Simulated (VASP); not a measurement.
# SnS2 (P-3m1) in VASP: a series of runs, part 2 of 2

VASP 6.6.1.

## (3) Relaxation of cell and atoms, PBE+D3(BJ), target pressure 5 GPa, at which the enthalpy is minimised

This run uses another cell than the first one, of 22.57 Å³/atom.

INCAR

```
SYSTEM = SnS2
ALGO = Normal
EDIFF = 1E-7
EDIFFG = -0.001
ENCUT = 500
GGA = PE
GGA_COMPAT = .False.
IBRION = 2
ISIF = 3
ISMEAR = 0
IVDW = 12
LASPH = .True.
LCHARG = .False.
LREAL = .False.
LWAVE = .False.
NELM = 120
NELMIN = 4
NSW = 80
PREC = Accurate
PSTRESS = 50.0
SIGMA = 0.01
```

KPOINTS

```
k-points
0
Gamma
  12 12 6
  0 0 0
```

POSCAR

```
SnS2
1.0
    3.6692796055      0.0000000000      0.0000000000
   -1.8346398027      3.1776893519      0.0000000000
    0.0000000000      0.0000000000      5.8062614806
Sn S
1 2
Direct
    0.0000000000      0.0000000000      0.0000000000
    0.6666666667      0.3333333333      0.2546020433
    0.3333333333      0.6666666667      0.7453979567
```

Potentials or basis: VASP PAW PBE potentials, release 64 (Sn_d, S).

Started as:

```
> cat potpaw_PBE.64/Sn_d/POTCAR potpaw_PBE.64/S/POTCAR > POTCAR
> mpirun -np 1 vasp_std > vasp.out
```

OUTCAR:

```text
SYSTEM = SnS2
   EDIFF = 1E-7
   EDIFFG = -0.001
   ENCUT = 500
   GGA = PE
   IBRION = 2
   ISIF = 3
   ISMEAR = 0
   IVDW = 12
   LASPH = .True.
   LREAL = .False.
   NELM = 120
   NELMIN = 4
   NSW = 80
   PREC = Accurate
   PSTRESS = 50.0
 IVDW          = 12

 ion  position               nearest neighbor table
   1  0.000  0.000  0.000-   2 2.58   3 2.58   3 2.58   2 2.58   2 2.58   3 2.58
   2  0.667  0.333  0.255-   1 2.58   1 2.58   1 2.58
   3  0.333  0.667  0.745-   1 2.58   1 2.58   1 2.58

  LATTYP: Found a hexagonal cell.
 ALAT       =     3.6692796055
 C/A-ratio  =     1.5823982102

  Lattice vectors:

 A1 = (   3.6692796055,   0.0000000000,   0.0000000000)
 A2 = (  -1.8346398027,   3.1776893519,   0.0000000000)
 A3 = (   0.0000000000,   0.0000000000,   5.8062614806)

Analysis of symmetry for initial positions (statically):
=====================================================================
 Subroutine PRICEL returns:
 Original cell was already a primitive cell.

 Routine SETGRP: Setting up the symmetry group for a
 hexagonal supercell.

 Subroutine GETGRP returns: Found 12 space group operations
 (whereof 12 operations were pure point group operations)
 out of a pool of 24 trial point group operations.

The static configuration has the point symmetry D_3d.

Analysis of symmetry for dynamics (positions and initial velocities):
=====================================================================
 Subroutine PRICEL returns:
 Original cell was already a primitive cell.

 Routine SETGRP: Setting up the symmetry group for a
 hexagonal supercell.

 Subroutine GETGRP returns: Found 12 space group operations
 (whereof 12 operations were pure point group operations)
 out of a pool of 24 trial point group operations.

The dynamic configuration has the point symmetry D_3d.

 Subroutine INISYM returns: Found 12 space group operations
 (whereof 12 operations are pure point group operations),
 and found     1 'primitive' translations

----------------------------------------------------------------------------------------

                                     Primitive cell

  volume of cell :      67.7000

  direct lattice vectors                    reciprocal lattice vectors
     3.669279605  0.000000000  0.000000000     0.272533060  0.157347036  0.000000000
    -1.834639803  3.177689352  0.000000000     0.000000000  0.314694071  0.000000000
     0.000000000  0.000000000  5.806261481     0.000000000  0.000000000  0.172227862

  length of vectors
     3.669279605  3.669279605  5.806261481     0.314694071  0.314694071  0.172227862

  position of ions in fractional coordinates (direct lattice)
     0.000000000  0.000000000  0.000000000
     0.666666667  0.333333333  0.254602043
     0.333333333  0.666666667  0.745397957

  ion indices of the primitive-cell ions
   primitive index   ion index
                 1           1
                 2           2
                 3           3

----------------------------------------------------------------------------------------

 KPOINTS: k-points

Automatic generation of k-mesh.
 Grid dimensions read from file:
 generate k-points for:   12   12    6

 Generating k-lattice:

  Cartesian coordinates                     Fractional coordinates (reciprocal lattice)
     0.022711088  0.013112253  0.000000000     0.083333333  0.000000000  0.000000000
     0.000000000  0.026224506  0.000000000     0.000000000  0.083333333  0.000000000
     0.000000000  0.000000000  0.028704644     0.000000000  0.000000000  0.166666667

  Length of vectors
     0.026224506  0.026224506  0.028704644

  Shift w.r.t. Gamma in fractional coordinates (k-lattice)
     0.000000000  0.000000000  0.000000000

 Subroutine IBZKPT returns following result:
 ===========================================

 Found    100 irreducible k-points:

 Following reciprocal coordinates:
            Coordinates               Weight
  0.000000  0.000000  0.000000      1.000000
  0.083333  0.000000  0.000000      6.000000
  0.166667 -0.000000  0.000000      6.000000
  0.250000  0.000000  0.000000      6.000000
  0.333333  0.000000  0.000000      6.000000
  0.416667  0.000000  0.000000      6.000000
[... 16 lines left out ...]
  0.166667 -0.000000  0.166667      6.000000
  0.000000  0.166667  0.166667      6.000000
 [... further k-points ...]
   k-points           NKPTS =    100   k-points in BZ     NKDIM =    100   number of bands    NBANDS=     17
   number of dos      NEDOS =    301   number of ions     NIONS =      3
   total plane-waves  NPLWV =  32928
   dimension x,y,z NGX =    28 NGY =   28 NGZ =   42
   dimension x,y,z NGXF=    56 NGYF=   56 NGZF=   84
   ions per type =               1   2
   NGX,Y,Z   is equivalent  to a cutoff of  12.69, 12.69, 12.03 a.u.
   NGXF,Y,Z  is equivalent  to a cutoff of  25.37, 25.37, 24.05 a.u.
 SYSTEM =  SnS2
   PREC   = accura    normal or accurate (medium, high low for compatibility)
   ISTART =      0    job   : 0-new  1-cont  2-samecut
   ICHARG =      2    charge: 1-file 2-atom 10-const
   ISPIN  =      1    spin polarized calculation?
   LNONCOLLINEAR =      F non collinear calculations
   LSORBIT =      F    spin-orbit coupling
   LASPH  =      T    aspherical Exc in radial PAW
   ENCUT  =  500.0 eV  36.75 Ry    6.06 a.u.   6.69  6.69 10.59*2*pi/ulx,y,z
   NELM   =    120;   NELMIN=  4; NELMDL= -5     # of ELM steps
   EDIFF  = 0.1E-06   stopping-criterion for ELM
   LREAL  =      F    real-space projection
   EDIFFG = -.1E-02   stopping-criterion for IOM
   NSW    =     80    number of steps for IOM
   IBRION =      2    ionic relax: 0-MD 1-quasi-New 2-CG
   NFREE  =      1    steps in history (QN), initial steepest desc. (CG)
   ISIF   =      3    stress and relaxation
   ISYM   =      2    0-nonsym 1-usesym 2-fastsym
   POTIM  = 0.5000    time-step for ionic-motion
   TEBEG  =    0.0;   TEEND  =   0.0 temperature during run
   PSTRESS=   50.0 pullay stress
   NELECT =      26.0000    total number of electrons
   NUPDOWN=      -1.0000    fix difference up-down
   EMIN   =  10.00;   EMAX   =-10.00  energy-range for DOS
   EFERMI =   0.00;   METHOD = LEGACY
   ISMEAR =     0;   SIGMA  =   0.01  broadening in eV -4-tet -1-fermi 0-gaus
   EFERMI_NEDOS =   21; number of points for ismear=-14 and -15
   IALGO  =     38    algorithm
   IMIX   =      4    mixing-type and parameters
     AMIX     =   0.40;   BMIX     =  1.00
     AMIX_MAG =   1.60;   BMIX_MAG =  1.00
  volume/ion in A,a.u.               =      22.57       152.29
  Fermi-wavevector in a.u.,A,eV,Ry     =   1.189971  2.248719 19.266267  1.416031
  Thomas-Fermi vector in A             =   2.326066
   LORBIT       =      0    0 simple, 1 ext, 2 COOP (PROOUT), +10 PAW based schemes
   GGA     = PE    functional components
   LHFCALC =     F    Hartree Fock is set to
   AEXX    =    0.0000 exact exchange contribution
   IVDW    =    12    specifies the selected vdW correction
   LEPSILON=     F    determine dielectric tensor
   LRPA    =     F    only Hartree local field effects (RPA)
 conjugate gradient relaxation of ions
 non-spin polarized calculation
 Gauss-broadening in eV      SIGMA  =   0.01
  energy-cutoff  :      500.00
  volume of cell :       67.70
 maximum number of plane-waves:      1743
 NGX is ok and might be reduce to    28
   NGX = 13   NGY = 13   NGZ = 21

--------------------------------------- Ionic step        1  -------------------------------------------

 number of electron      25.9999997 magnetization

 Free energy of the ion-electron system (eV)
  ---------------------------------------------------
  ext. energy  EPLUGINS =         0.00000000
  ---------------------------------------------------
  free energy    TOTEN  =       -13.15402434 eV

  energy without entropy =      -13.15402434  energy(sigma->0) =      -13.15402434

------------------------ aborting loop because EDIFF is reached ----------------------------------------

 Edisp (eV)   -0.98451

 E8    (eV) :    -0.4023
[... 77 lines left out ...]
--------------------------------------- Ionic step        3  -------------------------------------------

 number of electron      26.0000005 magnetization

 E-fermi :   5.6227     XC(G=0):  -9.9221

 val. band max:        5.5116796872   @ k =   0.0000   0.0000   0.0000
 cond. band min:       6.8836358528   @ k =   0.4167   0.0000   0.3333
 fundamental gap:      1.3719561656
 Fermi energy:         5.6227266774

 k-point     1 :       0.0000    0.0000    0.0000
  band No.  band energies     occupation
      1     -15.5783      2.00000
      2     -15.5783      2.00000
      3     -15.5271      2.00000
      4     -15.4946      2.00000
      5     -15.4946      2.00000
      6      -8.7518      2.00000
[... 509 lines left out ...]
  energy  without entropy=      -14.0860742089  energy(sigma->0) =      -14.08607421

  enthalpy is  TOTEN    =       -12.0883100492 eV   P V=        1.9977641597

[... ionic steps 4 to 12 ...]

--------------------------------------- Ionic step       13  -------------------------------------------

 number of electron      26.0000000 magnetization

------------------------ aborting loop because EDIFF is reached ----------------------------------------
[... 81 lines left out ...]
--------------------------------------- Ionic step       15  -------------------------------------------

 number of electron      26.0000000 magnetization

 Free energy of the ion-electron system (eV)
  ---------------------------------------------------
  ext. energy  EPLUGINS =         0.00000000
  ---------------------------------------------------
  free energy    TOTEN  =       -12.93488980 eV

  energy without entropy =      -12.93488980  energy(sigma->0) =      -12.93488980

 E-fermi :   6.7534     XC(G=0): -10.2885

 val. band max:        6.6599530665   @ k =   0.0833   0.0000   0.0000
 cond. band min:       7.4770740248   @ k =   0.4167   0.0000   0.3333
 fundamental gap:      0.8171209584
 Fermi energy:         6.7534233649

 k-point     1 :       0.0000    0.0000    0.0000
  band No.  band energies     occupation
      1     -14.8358      2.00000
      2     -14.8358      2.00000
      3     -14.7891      2.00000
      4     -14.7575      2.00000
      5     -14.7575      2.00000
      6      -8.0865      2.00000
[... 509 lines left out ...]
  energy  without entropy=      -14.0473439284  energy(sigma->0) =      -14.04734393

  enthalpy is  TOTEN    =       -12.1582991242 eV   P V=        1.8890448043

 reached required accuracy - stopping structural energy minimisation
```

OSZICAR:

```text
N       E                     dE             d eps       ncg     rms          rms(c)
DAV:   1     0.202224202331E+03    0.20222E+03   -0.12567E+04  3412   0.177E+03
DAV:   2     0.828657921014E+01   -0.19394E+03   -0.19047E+03  3775   0.412E+02
DAV:   3    -0.129704511669E+02   -0.21257E+02   -0.20519E+02  4343   0.124E+02
[... 144 lines left out ...]
       N       E                     dE             d eps       ncg     rms          rms(c)
DAV:   1    -0.129348897988E+02   -0.60970E-05   -0.12193E-07  1777   0.436E-03    0.352E-04
DAV:   2    -0.129348898075E+02   -0.86402E-08   -0.26391E-08  1722   0.249E-03    0.178E-04
DAV:   3    -0.129348897973E+02    0.10139E-07   -0.69511E-09  1712   0.985E-04    0.109E-04
DAV:   4    -0.129348897964E+02    0.89085E-09   -0.21722E-09  1710   0.642E-04
  15 F= -.12158299E+02 E0= -.12158299E+02  d E =-.153580E-06
```

CONTCAR:

```text
SnS2
   1.00000000000000
     3.6108867227642905    0.0000000000242426    0.0000000000000000
    -1.8054433613119460    3.1271196319964134    0.0000000000000000
    -0.0000000000000000    0.0000000000000000    5.3607366935108987
  Sn              S
     1     2
Direct
     0.0000000000000000    0.0000000000000000    0.0000000000000000
     0.6666666667000030    0.3333333332999970    0.2748774289855443
     0.3333333332999970    0.6666666667000030    0.7251225710144558

  0.00000000E+00  0.00000000E+00  0.00000000E+00
  0.00000000E+00  0.00000000E+00  0.00000000E+00
  0.00000000E+00  0.00000000E+00  0.00000000E+00
```

Wall time 15 min (1 thread of Intel Xeon Platinum 8259CL at 2.50GHz (Skylake/Cascade Lake), shared host); peak memory 0.27 GiB.

Results:

- Free energy: -14.0473 eV
- Relaxed volume: 20.18 Å³/atom
- Relaxed cell: a = 3.611 Å, b = 3.611 Å, c = 5.361 Å, α = 90.00°, β = 90.00°, γ = 120.00°
- Space group after relaxing (to 0.1 Å): P-3m1 (No. 164)
- Energy change on relaxing (the run minimises the enthalpy): +30.4 meV/atom
- Ionic steps: 15
- Pressure after relaxing: 5.0 GPa
- Band gap on the k mesh: 0.82 eV (least direct gap 1.56 eV)
- Dispersion energy per atom: -0.371 eV

The path:
| step | energy change (eV) | largest force (eV/Å) | pressure (GPa) | volume (Å³) |
| --- | --- | --- | --- | --- |
| 1 | 0.0000 | 0.0066 | -0.13 | 67.70 |
| 2 | 0.2044 | 1.1406 | 10.74 | 60.87 |
| 3 | 0.0525 | 0.5501 | 4.95 | 64.02 |
| 4 | 0.0541 | 0.3860 | 4.96 | 63.22 |
| 5 | 0.0947 | 0.0555 | 5.23 | 61.16 |
| 6 | 0.0917 | 0.0791 | 5.03 | 60.69 |
| 7 | 0.0985 | 0.0986 | 4.97 | 60.34 |
| 8 | 0.0996 | 0.1009 | 4.96 | 60.30 |
| 9 | 0.0990 | 0.0260 | 5.41 | 60.29 |
| 10 | 0.0989 | 0.0025 | 5.33 | 60.29 |
| 11 | 0.0836 | 0.0023 | 4.66 | 60.78 |
| 12 | 0.0914 | 0.0004 | 5.01 | 60.52 |
| 13 | 0.0913 | 0.0003 | 5.00 | 60.53 |
| 14 | 0.0912 | 0.0007 | 4.99 | 60.53 |
| 15 | 0.0912 | 0.0008 | 5.00 | 60.53 |

Final structure:
```yaml
crystal:
  lattice:
    - [3.61089, 0.00000, 0.00000]
    - [-1.80544, 3.12712, 0.00000]
    - [0.00000, 0.00000, 5.36074]
  atoms:
    - { symbol: Sn, position: [0.00000, 0.00000, 0.00000] }
    - { symbol: S, position: [0.66667, 0.33333, 0.27488] }
    - { symbol: S, position: [0.33333, 0.66667, 0.72512] }
```

Caveat: the cell is relaxed towards a set pressure, so the run minimises the enthalpy, not the energy; spin-orbit coupling is left out, which moves the levels of the heavy elements. A k mesh can miss the band edges.

## (4) Relaxation of shape and atoms at fixed volume, PBE+D3(BJ) (23.02 Å³/atom)

INCAR

```
SYSTEM = SnS2
PREC     = Accurate       ! precision mode
ENCUT    = 500            ! plane-wave cutoff, eV
EDIFF    = 1E-7           ! SCF threshold, eV
ISMEAR   = 0              ! smearing method
SIGMA    = 0.01           ! smearing width, eV
LREAL    = .FALSE.        ! projectors in reciprocal space
LASPH    = .TRUE.         ! aspherical terms in the spheres
NELM     = 120            ! most SCF steps
ALGO     = Normal         ! electronic algorithm
ISIF     = 4              ! what is computed and relaxed
LWAVE    = .FALSE.        ! write WAVECAR
LCHARG   = .FALSE.        ! write CHGCAR
GGA      = PE             ! functional
IVDW     = 12             ! dispersion correction
IBRION   = 2              ! ionic algorithm
NSW      = 80             ! ionic steps
EDIFFG   = -0.001         ! ionic threshold
GGA_COMPAT= .FALSE.      
NELMIN   = 4
```

KPOINTS

```
regular mesh
0
G
  12 12 6
  0 0 0
```

POSCAR

```
SnS2
1.0
    3.6935801786      0.0000000000      0.0000000000
   -1.8467900893      3.1987342656      0.0000000000
    0.0000000000      0.0000000000      5.8447146640
Sn S
1 2
Direct
    0.0000000000      0.0000000000      0.0000000000
    0.6666666667      0.3333333333      0.2546020433
    0.3333333333      0.6666666667      0.7453979567
```

Started as:

```
> cat potpaw_PBE.64/Sn_d/POTCAR potpaw_PBE.64/S/POTCAR > POTCAR
> mpirun -np 1 vasp_std > vasp.out
```

It took 8.7 min on 1 thread of Intel Xeon Platinum 8259CL at 2.50GHz (Skylake/Cascade Lake), shared host; peak memory 0.27 GiB.

Results (log left out):

| Quantity | Value |
| --- | --- |
| Free energy | -14.1364 eV |
| Energy gained by relaxing | 1.6 meV/atom |
| Ionic steps | 9 |
| Pressure after relaxing | -0.5 GPa |
| Band gap on the k mesh | 1.36 eV (least direct gap 1.81 eV) |
| Dispersion energy per atom | -0.321 eV |

The path:
| step | energy change (eV) | largest force (eV/Å) | pressure (GPa) | volume (Å³) |
| --- | --- | --- | --- | --- |
| 1 | 0.0000 | 0.1804 | -1.63 | 69.05 |
| 2 | -0.0025 | 0.0940 | -1.27 | 69.05 |
| 3 | -0.0036 | 0.0034 | -0.87 | 69.05 |
| 4 | -0.0046 | 0.0036 | -0.73 | 69.05 |
| 5 | -0.0049 | 0.0087 | -0.63 | 69.05 |
| 6 | -0.0046 | 0.0193 | -0.43 | 69.05 |
| 7 | -0.0049 | 0.0110 | -0.58 | 69.05 |
| 8 | -0.0049 | 0.0013 | -0.54 | 69.05 |
| 9 | -0.0049 | 0.0004 | -0.53 | 69.05 |

Final structure:
```
CELL_PARAMETERS angstrom
3.67447 0.00000 0.00000
-1.83723 3.18218 0.00000
0.00000 0.00000 5.90567
ATOMIC_POSITIONS crystal
Sn 0.00000 0.00000 0.00000
S 0.66667 0.33333 0.25038
S 0.33333 0.66667 0.74962
```

Levels at points of the mesh, in eV from the valence-band top:
| k point | band 10 | band 11 | band 12 | band 13 | band 14 | band 15 | band 16 | band 17 |
| --- | --- | --- | --- | --- | --- | --- | --- | --- |
| (0.00, 0.00, 0.00) | -0.65 | -0.39 | -0.39 | -0.01 | 1.80 | 3.61 | 5.37 | 5.37 |
| (0.50, 0.00, 0.00) | -2.69 | -2.51 | -1.02 | -0.31 | 1.66 | 4.44 | 5.95 | 6.05 |
| (0.00, 0.00, 0.50) | -0.74 | -0.74 | -0.25 | -0.25 | 2.96 | 3.66 | 5.11 | 5.11 |
| (0.50, 0.00, 0.50) | -2.34 | -1.80 | -0.73 | -0.66 | 1.42 | 4.67 | 5.53 | 6.42 |

Caveat: spin-orbit coupling is left out, which moves the levels of the heavy elements.

## (5) Summary

| task | cell | gap on the mesh (eV) | pressure (GPa) |
| --- | --- | --- | --- |
| single point | a = 3.676, b = 3.676, c = 5.901 Å, angles 90.0, 90.0, 120.0°, 3 atoms, atomic positions A | 1.35 | -0.6 |
| relaxation of cell and atoms | relaxed to 5 GPa from a = 3.669, b = 3.669, c = 5.806 Å, angles 90.0, 90.0, 120.0°, 3 atoms, atomic positions B | 0.82 | 5.0 |
| relaxation of shape and atoms at fixed volume | relaxed from a = 3.694, b = 3.694, c = 5.845 Å, angles 90.0, 90.0, 120.0°, 3 atoms, atomic positions B | 1.36 | -0.5 |

Alike in all rows: level PBE+D3(BJ); potentials or basis VASP PAW PBE potentials, release 64 (Sn_d, S); no spin polarisation; k mesh 12 × 12 × 6; cutoff (eV) 500; smearing gaussian 0.01 eV.

Caveats: spin-orbit coupling is left out, which moves the levels of the heavy elements; the cell is relaxed towards a set pressure, so the run minimises the enthalpy, not the energy (at least some runs).

Total energies depend on the potentials used, so only differences within one code and one set of settings carry meaning.
